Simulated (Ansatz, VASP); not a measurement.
## MnO in VASP and in Ansatz

```xyz
4
Lattice="0.0000 2.2252 -2.2252 0.0000 2.2252 2.2252 4.4505 0.0000 0.0000" Properties=species:S:1:pos:R:3 pbc="T T T"
Mn    0.0000    0.0000    0.0000
Mn    2.2252    2.2252    0.0000
O     2.2252    2.2252    2.2252
O     4.4505    4.4505    2.2252
```

Alike in both runs: task single point; functional r2SCAN; k mesh 10 × 10 × 8; occupations gaussian, width 0.05 eV; collinear spin.

|  | VASP | Ansatz |
| --- | --- | --- |
| version | VASP 6.6.1 | Ansatz 0.2.0 |
| potentials or method | VASP PAW PBE potentials, release 64 (Mn_pv, O), cutoff 520 eV | scalar-relativistic, plane waves, PAW |
| valence electrons in the cell | 38 | 42 |

```csv
,VASP,Ansatz,Ansatz less VASP
gap on the k mesh at the Fermi level (eV),none,none,-
pressure (GPa),0.2,0.0,-0.17
net moment per atom (μB),2.50,2.50,0.000
size of the moment on the site where the two differ most (μB),4.54,4.27,-0.277
```

VASP's potentials were made for PBE, not for r2SCAN. Site moments also hang on the region over which each program counts them. A gap of «none» marks a metal or a gap that the smearing closes. VASP's potentials hold 38 valence electrons a cell and Ansatz's 42, so a difference there can come from the potentials and not from the codes. Ansatz's warnings: stability check not made.
